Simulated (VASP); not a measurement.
Set up this calculation in VASP 6.6.1, as the native input.

| Item | Value |
| --- | --- |
| Task | single point |
| Functional | PBE |
| Potentials or basis | VASP PAW PBE potentials, release 64 (Li_sv, F) |
| Cutoff | 520 eV |
| k mesh | 9 × 9 × 6 |
| Occupations | gaussian, width 0.05 eV |
| Spin | no spin polarisation |
| Dipole correction | no |
| Further INCAR settings | ALGO = Normal; EDIFF = 1e-07; NBANDS = 18 |

The structure of LiF lies in POSCAR:

```
LiF
1.0
    3.1599600852      0.0000000000      0.0000000000
   -1.5799800426      2.7366057088      0.0000000000
    0.0000000000      0.0000000000      4.7968194094
Li F
2 2
Direct
    0.3333333333      0.6666666667      0.3402706354
    0.6666666667      0.3333333333      0.8402706354
    0.3333333333      0.6666666667      0.9939266766
    0.6666666667      0.3333333333      0.4939266766
```

This cell differs from its parent crystal: c/a of the conventional cell at fixed volume 1.5180.

One way to write it, as run:

INCAR

```
ALGO     = Normal         # electronic algorithm
EDIFF    = 1E-7           # SCF threshold, eV
ENCUT    = 520            # plane-wave cutoff, eV
GGA      = PE             # functional
ISIF     = 2              # what is computed and relaxed
ISMEAR   = 0              # smearing method
LASPH    = T              # aspherical terms in the spheres
LCHARG   = F              # write CHGCAR
LREAL    = F              # projectors in reciprocal space
LWAVE    = F              # write WAVECAR
NBANDS   = 18             # bands
NELM     = 60             # most SCF steps
PREC     = Accurate       # precision mode
SIGMA    = 0.05           # smearing width, eV
```

KPOINTS

```
k-points
0
Gamma
  9 9 6
```

Potentials or basis: VASP PAW PBE potentials, release 64 (Li_sv, F).

The run is started by

```console
$ cat potpaw_PBE.64/Li_sv/POTCAR potpaw_PBE.64/F/POTCAR > POTCAR
$ mpirun -np 1 vasp_std > vasp.out
```

Results of the run:

- Largest force: 1.374 eV/Å
- Band gap on the k mesh: 7.61 eV, direct

Caveat: forces of over 1 eV/Å act on the atoms, so gaps and moduli don't describe the material at rest.

Wall time 30 s on 1 thread of AMD EPYC 9R45 (Zen 5), with other jobs on the host, peak memory 0.12 GiB.
